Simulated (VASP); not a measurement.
# Nb (Im-3m) in VASP: further runs

Nb is run at these levels: LDA; tasks: single point, relaxation of cell and atoms.

All numbers are computed with VASP 6.6.1; they aren't measurements. Logs are shortened: lines on timing, memory, paths and dates and some standing lists are left out, and cuts for length are marked.

### Step 1. The cell of the first run

Symmetry: Im-3m, No. 229, cubic system. Conventional cell: a = 3.248 Å, b = 3.248 Å, c = 3.248 Å, α = 90.00°, β = 90.00°, γ = 90.00°. Within 3.7 Å of Nb (site symmetry m-3m) lie 14 Nb at 2.81 to 3.25 Å.

### Step 2. Single point, LDA

Input file INCAR:

```
PREC = Accurate
ENCUT = 520
EDIFF = 1E-7
ISMEAR = 0
SIGMA = 0.1
LREAL = False
LASPH = True
NELM = 80
ALGO = Normal
ISIF = 2
LWAVE = False
LCHARG = False
NBANDS = 12
```

Input file KPOINTS:

```
regular mesh
0
Gamma
  26 26 26
```

Input file POSCAR:

```
Nb
1.0
   -1.6240203872      1.6240203872      1.6240203872
    1.6240203872     -1.6240203872      1.6240203872
    1.6240203872      1.6240203872     -1.6240203872
Nb
1
Direct
    0.0000000000      0.0000000000      0.0000000000
```

Potentials or basis: VASP PAW LDA potentials, release 64 (Nb_sv).

On the command line:

```console
> cat potpaw_LDA.64/Nb_sv/POTCAR > POTCAR
> mpirun -np 1 vasp_std > vasp.out
```

OUTCAR:

```text
PREC = Accurate
   ENCUT = 520
   EDIFF = 1E-7
   ISMEAR = 0
   LREAL = False
   LASPH = True
   NELM = 80
   ISIF = 2

 ion  position               nearest neighbor table
   1  0.000  0.000  0.000-

  LATTYP: Found a body centered cubic cell.
 ALAT       =     3.2480407744

  Lattice vectors:

 A1 = (  -1.6240203872,   1.6240203872,   1.6240203872)
 A2 = (   1.6240203872,  -1.6240203872,   1.6240203872)
 A3 = (   1.6240203872,   1.6240203872,  -1.6240203872)

Analysis of symmetry for initial positions (statically):
=====================================================================
 Subroutine PRICEL returns:
 Original cell was already a primitive cell.

 Routine SETGRP: Setting up the symmetry group for a
 body centered cubic supercell.

 Subroutine GETGRP returns: Found 48 space group operations
 (whereof 48 operations were pure point group operations)
 out of a pool of 48 trial point group operations.

The static configuration has the point symmetry O_h .

Analysis of symmetry for dynamics (positions and initial velocities):
=====================================================================
 Subroutine PRICEL returns:
 Original cell was already a primitive cell.

 Routine SETGRP: Setting up the symmetry group for a
 body centered cubic supercell.

 Subroutine GETGRP returns: Found 48 space group operations
 (whereof 48 operations were pure point group operations)
 out of a pool of 48 trial point group operations.

The dynamic configuration has the point symmetry O_h .

 Subroutine INISYM returns: Found 48 space group operations
 (whereof 48 operations are pure point group operations),
 and found     1 'primitive' translations

----------------------------------------------------------------------------------------

                                     Primitive cell

  volume of cell :      17.1330

  direct lattice vectors                    reciprocal lattice vectors
    -1.624020387  1.624020387  1.624020387     0.000000000  0.307877908  0.307877908
     1.624020387 -1.624020387  1.624020387     0.307877908  0.000000000  0.307877908
     1.624020387  1.624020387 -1.624020387     0.307877908  0.307877908  0.000000000

  length of vectors
     2.812885823  2.812885823  2.812885823     0.435405114  0.435405114  0.435405114

  position of ions in fractional coordinates (direct lattice)
     0.000000000  0.000000000  0.000000000

  ion indices of the primitive-cell ions
   primitive index   ion index
                 1           1

----------------------------------------------------------------------------------------

 KPOINTS: regular mesh

Automatic generation of k-mesh.
 Grid dimensions read from file:
 generate k-points for:   26   26   26

 Generating k-lattice:

  Cartesian coordinates                     Fractional coordinates (reciprocal lattice)
     0.000000000  0.011841458  0.011841458     0.038461538  0.000000000  0.000000000
     0.011841458  0.000000000  0.011841458     0.000000000  0.038461538  0.000000000
     0.011841458  0.011841458  0.000000000     0.000000000  0.000000000  0.038461538

  Length of vectors
     0.016746351  0.016746351  0.016746351

  Shift w.r.t. Gamma in fractional coordinates (k-lattice)
     0.000000000  0.000000000  0.000000000

 Subroutine IBZKPT returns following result:
 ===========================================

 Found    511 irreducible k-points:

 Following reciprocal coordinates:
            Coordinates               Weight
  0.000000  0.000000  0.000000      1.000000
  0.038462  0.000000  0.000000     12.000000
  0.076923  0.000000  0.000000     12.000000
  0.115385  0.000000  0.000000     12.000000
  0.153846  0.000000  0.000000     12.000000
  0.192308  0.000000  0.000000     12.000000
[... 16 lines left out ...]
  0.346154  0.038462  0.000000     48.000000
  0.384615  0.038462  0.000000     48.000000
 [... further k-points ...]
   k-points           NKPTS =    511   k-points in BZ     NKDIM =    511   number of bands    NBANDS=     12
   number of dos      NEDOS =    301   number of ions     NIONS =      1
   total plane-waves  NPLWV =  13824
   dimension x,y,z NGX =    24 NGY =   24 NGZ =   24
   dimension x,y,z NGXF=    48 NGYF=   48 NGZF=   48
   ions per type =               1
   NGX,Y,Z   is equivalent  to a cutoff of  14.18, 14.18, 14.18 a.u.
   NGXF,Y,Z  is equivalent  to a cutoff of  28.37, 28.37, 28.37 a.u.
 SYSTEM =  unknown system
   PREC   = accura    normal or accurate (medium, high low for compatibility)
   ISTART =      0    job   : 0-new  1-cont  2-samecut
   ICHARG =      2    charge: 1-file 2-atom 10-const
   ISPIN  =      1    spin polarized calculation?
   LNONCOLLINEAR =      F non collinear calculations
   LSORBIT =      F    spin-orbit coupling
   LASPH  =      T    aspherical Exc in radial PAW
   ENCUT  =  520.0 eV  38.22 Ry    6.18 a.u.   5.23  5.23  5.23*2*pi/ulx,y,z
   NELM   =     80;   NELMIN=  2; NELMDL= -5     # of ELM steps
   EDIFF  = 0.1E-06   stopping-criterion for ELM
   LREAL  =      F    real-space projection
   EDIFFG = 0.1E-05   stopping-criterion for IOM
   NSW    =      0    number of steps for IOM
   IBRION =     -1    ionic relax: 0-MD 1-quasi-New 2-CG
   NFREE  =      0    steps in history (QN), initial steepest desc. (CG)
   ISIF   =      2    stress and relaxation
   ISYM   =      2    0-nonsym 1-usesym 2-fastsym
   POTIM  = 0.5000    time-step for ionic-motion
   TEBEG  =    0.0;   TEEND  =   0.0 temperature during run
   PSTRESS=    0.0 pullay stress
   NELECT =      13.0000    total number of electrons
   NUPDOWN=      -1.0000    fix difference up-down
   EMIN   =  10.00;   EMAX   =-10.00  energy-range for DOS
   EFERMI =   0.00;   METHOD = LEGACY
   ISMEAR =     0;   SIGMA  =   0.10  broadening in eV -4-tet -1-fermi 0-gaus
   EFERMI_NEDOS =   21; number of points for ismear=-14 and -15
   IALGO  =     38    algorithm
   IMIX   =      4    mixing-type and parameters
     AMIX     =   0.40;   BMIX     =  1.00
     AMIX_MAG =   1.60;   BMIX_MAG =  1.00
  volume/ion in A,a.u.               =      17.13       115.62
  Fermi-wavevector in a.u.,A,eV,Ry     =   1.493176  2.821694 30.335223  2.229576
  Thomas-Fermi vector in A             =   2.605610
   LORBIT       =      0    0 simple, 1 ext, 2 COOP (PROOUT), +10 PAW based schemes
   GGA     = CA    functional components
   LHFCALC =     F    Hartree Fock is set to
   AEXX    =    0.0000 exact exchange contribution
   IVDW    =     0    specifies the selected vdW correction
   LEPSILON=     F    determine dielectric tensor
   LRPA    =     F    only Hartree local field effects (RPA)
 non-spin polarized calculation
 Gauss-broadening in eV      SIGMA  =   0.10
  energy-cutoff  :      520.00
  volume of cell :       17.13
 maximum number of plane-waves:       478
 NGX is ok and might be reduce to    24
   NGX = 11   NGY = 11   NGZ = 11

 number of electron      13.0000001 magnetization

 Free energy of the ion-electron system (eV)
  ---------------------------------------------------
  ext. energy  EPLUGINS =         0.00000000
  ---------------------------------------------------
  free energy    TOTEN  =       -11.25969933 eV

  energy without entropy =      -11.25245750  energy(sigma->0) =      -11.25607841

 E-fermi :  11.6948     XC(G=0): -12.9744

 val. band max:       11.6937142800   @ k =   0.2692   0.0385   0.0000
 cond. band min:      11.6956743478   @ k =   0.3462   0.2308   0.0769
 fundamental gap:      0.0019600677
 Fermi energy:        11.6947890986

 k-point     1 :       0.0000    0.0000    0.0000
  band No.  band energies     occupation
      1     -42.3079      2.00000
      2     -17.6381      2.00000
      3     -17.6381      2.00000
      4     -17.6381      2.00000
      5       5.6986      2.00000
      6      12.0268      0.00000
      7      12.0268      0.00000
      8      12.0268      0.00000
      9      15.0993      0.00000
     10      15.0993      0.00000
     11      26.0794      0.00000
     12      26.0794      0.00000

 k-point     2 :       0.0385    0.0000    0.0000
  band No.  band energies     occupation
      1     -42.3036      2.00000
      2     -17.6637      2.00000
      3     -17.6458      2.00000
      4     -17.6384      2.00000
      5       5.7644      2.00000
      6      11.9855      0.00004
      7      12.0184      0.00000
      8      12.0897      0.00000
      9      15.0310      0.00000
     10      15.0989      0.00000
     11      26.1368      0.00000
     12      26.1927      0.00000

 k-point     3 :       0.0769    0.0000    0.0000
  band No.  band energies     occupation
      1     -42.2908      2.00000
      2     -17.7382      2.00000
      3     -17.6682      2.00000
      4     -17.6391      2.00000
      5       5.9574      2.00000
      6      11.8663      0.01527
      7      11.9867      0.00004
      8      12.2773      0.00000
      9      14.8569      0.00000
     10      15.0994      0.00000
     11      26.2950      0.00000
     12      26.5262      0.00000
[... 286 lines left out ...]
 k-point    23 :       0.3462    0.0385    0.0000
  band No.  band energies     occupation
      1     -42.0522      2.00000
      2     -18.9890      2.00000
      3     -18.0637      2.00000
      4     -17.6626      2.00000
      5       8.0183      2.00000
      6      10.1747      2.00000
      7      12.6217      0.00000
      8      15.0138      0.00000
      9      15.6614      0.00000
     10      16.9130      0.00000
     11      24.6704      0.00000
     12      26.1231      0.00000

 k-point    24 :       0.3846    0.0385    0.0000
  band No.  band energies     occupation
      1     -42.0273      2.00000
      2     -19.1076      2.00000
      3     -18.1036      2.00000
      4     -17.6642      2.00000
      5       7.9359      2.00000
      6      10.0345      2.00000
      7      13.2118      0.00000
      8      15.1411      0.00000
      9      15.7900      0.00000
     10      17.6409      0.00000
     11      24.1735      0.00000
     12      25.3902      0.00000

 [... further k-points ...]

------------------------ aborting loop because EDIFF is reached ----------------------------------------

  FORCE on cell =-STRESS in cart. coord.  units (eV):
  Direction    XX          YY          ZZ          XY          YZ          ZX
  --------------------------------------------------------------------------------------
  -------------------------------------------------------------------------------------
  Total       -0.0176472     -0.0176472     -0.0176472      0.0000000      0.0000000      0.0000000
  in kB       -1.6502559     -1.6502559     -1.6502559      0.0000000      0.0000000      0.0000000
  external PRESSURE =      -1.6502559 kB  Pullay stress =       0.0000000 kB

 VOLUME and BASIS-vectors are now :
 -----------------------------------------------------------------------------
  energy-cutoff  :      520.00
  volume of cell :       17.13
      direct lattice vectors                 reciprocal lattice vectors
    -1.624020387  1.624020387  1.624020387     0.000000000  0.307877908  0.307877908
     1.624020387 -1.624020387  1.624020387     0.307877908  0.000000000  0.307877908
     1.624020387  1.624020387 -1.624020387     0.307877908  0.307877908  0.000000000

 POSITION                                       TOTAL-FORCE (eV/Angst)
 -----------------------------------------------------------------------------------
      0.00000      0.00000      0.00000        -0.000000      0.000000      0.000000
 -----------------------------------------------------------------------------------
    total drift:                                0.000000      0.000000      0.000000

  FREE ENERGIE OF THE ION-ELECTRON SYSTEM (eV)
  ---------------------------------------------------
  free  energy   TOTEN  =       -11.2596993284 eV

  energy  without entropy=      -11.2524574955  energy(sigma->0) =      -11.25607841
```

Run time: 31 s. Hardware: 1 thread of Intel Xeon 6975P-C (Granite Rapids), shared host; peak memory 0.2 GiB.

Results:

```
Free energy : -11.2597 eV
Pressure    : -0.2 GPa
```

### Step 3. Single point, LDA

This run uses another cell than the first one, of 17.17 Å³/atom, 1.002 times its volume.

Input file INCAR:

```
SYSTEM = Nb
PREC = Accurate
ENCUT = 520
EDIFF = 1E-6
ISMEAR = -1
SIGMA = 0.15
LREAL = .False.
LASPH = .True.
NELM = 80
ALGO = Fast
ISIF = 2
LWAVE = .False.
LCHARG = .False.
GGA = CA
NBANDS = 12
```

Input file KPOINTS:

```
Automatic mesh
0
Gamma
  26 26 26
  0 0 0
```

Input file POSCAR:

```
Nb
1.0
   -1.6251158666      1.6251158666      1.6251158666
    1.6251158666     -1.6251158666      1.6251158666
    1.6251158666      1.6251158666     -1.6251158666
Nb
1
Direct
    0.0000000000      0.0000000000      0.0000000000
```

Potentials or basis: VASP PAW LDA potentials, release 64 (Nb_sv).

On the command line:

```console
> cat potpaw_LDA.64/Nb_sv/POTCAR > POTCAR
> mpirun -np 1 vasp_std > vasp.out
```

Run time: 1.8 min. Hardware: 1 thread of Intel Xeon 6975P-C (Granite Rapids), shared host; peak memory 0.21 GiB.

Results (log left out):

```
Free energy : -11.3075 eV
Pressure    : -0.2 GPa
```

Levels at points of the mesh, in eV from the Fermi level:
```csv
k point,band 3,band 4,band 5,band 6,band 7,band 8,band 9,band 10,band 11,band 12
"(0.00, 0.00, 0.00)",-29.38,-29.38,-6.04,0.29,0.29,0.29,3.35,3.35,14.33,14.33
"(0.50, 0.00, 0.00)",-29.88,-29.40,-3.97,-1.87,2.56,3.42,4.14,6.76,11.76,12.75
"(0.50, 0.50, 0.50)",-30.47,-30.47,-4.06,-4.06,5.92,5.92,5.92,9.46,9.46,9.46
```

### Step 4. Relaxation of cell and atoms, LDA

Input file INCAR:

```
ALGO     = Normal         # electronic algorithm
EDIFF    = 1E-7           # SCF threshold, eV
EDIFFG   = -0.001         # ionic threshold
ENCUT    = 600            # plane-wave cutoff, eV
IBRION   = 2              # ionic algorithm
ISIF     = 3              # what is computed and relaxed
ISMEAR   = -1             # smearing method
LASPH    = True           # aspherical terms in the spheres
LCHARG   = False          # write CHGCAR
LREAL    = False          # projectors in reciprocal space
LWAVE    = False          # write WAVECAR
NELM     = 100            # most SCF steps
NSW      = 80             # ionic steps
PREC     = Accurate       # precision mode
SIGMA    = 0.15           # smearing width, eV
```

Input file KPOINTS:

```
k-points
0
Gamma
  26 26 26
```

Input file POSCAR:

```
Nb
1.0
   -1.6240203872      1.6240203872      1.6240203872
    1.6240203872     -1.6240203872      1.6240203872
    1.6240203872      1.6240203872     -1.6240203872
Nb
1
Direct
    0.0000000000      0.0000000000      0.0000000000
```

On the command line:

```console
> cat potpaw_LDA.64/Nb_sv/POTCAR > POTCAR
> mpirun -np 1 vasp_std > vasp.out
```

Wall time 68 s (1 thread of Intel Xeon 6975P-C (Granite Rapids), shared host); peak memory 0.22 GiB.

It converged, with:

| Property | Result |
| --- | --- |
| Free energy | -11.3075 eV |
| Relaxed volume | 17.16 Å³/atom |
| Relaxed cell | a = 2.814 Å, b = 2.814 Å, c = 2.814 Å, α = 109.47°, β = 109.47°, γ = 109.47° |
| Space group after relaxing (to 0.05 Å) | Im-3m (No. 229) |
| Energy gained by relaxing | 0.0 meV/atom |
| Ionic steps | 3 |
| Pressure after relaxing | 0.0 GPa |

Final structure:
```cif
data_structure
_symmetry_space_group_name_H-M 'P 1'
_symmetry_Int_Tables_number 1
_cell_length_a 2.8144
_cell_length_b 2.8144
_cell_length_c 2.8144
_cell_angle_alpha 109.471
_cell_angle_beta 109.471
_cell_angle_gamma 109.471
_cell_volume 17.16
loop_
_atom_site_label
_atom_site_type_symbol
_atom_site_fract_x
_atom_site_fract_y
_atom_site_fract_z
_atom_site_occupancy
Nb1 Nb 0.00000 0.00000 0.00000 1
```

Levels at points of the mesh, in eV from the Fermi level:
| k point | band 5 | band 6 | band 7 | band 8 | band 9 | band 10 |
| --- | --- | --- | --- | --- | --- | --- |
| (0.00, 0.00, 0.00) | -6.04 | 0.29 | 0.29 | 0.29 | 3.35 | 3.35 |
| (0.50, 0.00, 0.00) | -3.98 | -1.87 | 2.56 | 3.42 | 4.14 | 6.76 |
| (0.50, 0.50, 0.50) | -4.06 | -4.06 | 5.92 | 5.92 | 5.92 | 9.46 |

### Step 5. Relaxation of cell and atoms, LDA

This run uses another cell than the first one, of 17.21 Å³/atom, 1.005 times its volume.

Input file INCAR:

```
SYSTEM = Nb
  PREC = Accurate
  ENCUT = 600
  EDIFF = 1E-7
  ISMEAR = 0
  SIGMA = 0.1
  LREAL = .False.
  LASPH = .True.
  NELM = 100
  ALGO = Fast
  ISIF = 3
  LWAVE = .False.
  LCHARG = .False.
  IBRION = 2
  NSW = 100
  EDIFFG = -0.002
```

Input file KPOINTS:

```
regular mesh
0
Gamma
  26 26 26
  0 0 0
```

Input file POSCAR:

```
Nb
1.0
   -1.6265958826      1.6265958826      1.6265958826
    1.6265958826     -1.6265958826      1.6265958826
    1.6265958826      1.6265958826     -1.6265958826
Nb
1
Direct
    0.0000000000      0.0000000000      0.0000000000
```

On the command line:

```console
> cat potpaw_LDA.64/Nb_sv/POTCAR > POTCAR
> mpirun -np 1 vasp_std > vasp.out
```

Run time: 3.6 min. Hardware: 1 thread of Intel Xeon 6975P-C (Granite Rapids), shared host; peak memory 0.24 GiB.

Results (log left out):

- Free energy: -11.2598 eV
- Relaxed volume: 17.13 Å³/atom
- Relaxed cell: a = 2.812 Å, b = 2.812 Å, c = 2.812 Å, α = 109.47°, β = 109.47°, γ = 109.47°
- Space group after relaxing (to 0.05 Å): Im-3m (No. 229)
- Energy gained by relaxing: 0.3 meV/atom
- Ionic steps: 3
- Pressure after relaxing: 0.0 GPa

The path:
```csv
step,energy change (eV),largest force (eV/Å),pressure (GPa),volume (Å³)
1,0.0000,0.0000,-1.01,17.21
2,0.0009,0.0000,2.05,16.95
3,-0.0003,0.0000,0.00,17.13
```

Final structure:
```xyz
1
Lattice="-1.6238 1.6238 1.6238 1.6238 -1.6238 1.6238 1.6238 1.6238 -1.6238" Properties=species:S:1:pos:R:3 pbc="T T T"
Nb    0.0000    0.0000    0.0000
```

Levels at points of the mesh, in eV from the Fermi level:
| k point | band 4 | band 5 | band 6 | band 7 | band 8 | band 9 |
| --- | --- | --- | --- | --- | --- | --- |
| (0.00, 0.00, 0.00) | -29.33 | -6.00 | 0.33 | 0.33 | 0.33 | 3.41 |
| (0.50, 0.00, 0.00) | -29.35 | -3.94 | -1.83 | 2.62 | 3.47 | 4.19 |
| (0.50, 0.50, 0.50) | -30.42 | -4.03 | -4.03 | 5.98 | 5.98 | 5.98 |

### Step 6. The runs side by side

| task | cell | cutoff (eV) | smearing | gap on the mesh (eV) | pressure (GPa) | relaxed volume (Å³/atom) |
| --- | --- | --- | --- | --- | --- | --- |
| single point | a = 2.813 Å, angles 109.5°, 1 atom | 520 | gaussian 0.1 eV | none | -0.2 | - |
| single point | a = 2.815 Å, angles 109.5°, 1 atom | 520 | fermi-dirac 0.15 eV | none | -0.2 | - |
| relaxation of cell and atoms | relaxed from a = 2.813 Å, angles 109.5°, 1 atom | 600 | fermi-dirac 0.15 eV | none | 0.0 | 17.16 |
| relaxation of cell and atoms | relaxed from a = 2.817 Å, angles 109.5°, 1 atom | 600 | gaussian 0.1 eV | none | 0.0 | 17.13 |

Alike in all rows: level LDA; potentials or basis VASP PAW LDA potentials, release 64 (Nb_sv); no spin polarisation; k mesh 26 × 26 × 26.

Total energies depend on the potentials used, so only differences within one code and one set of settings carry meaning.
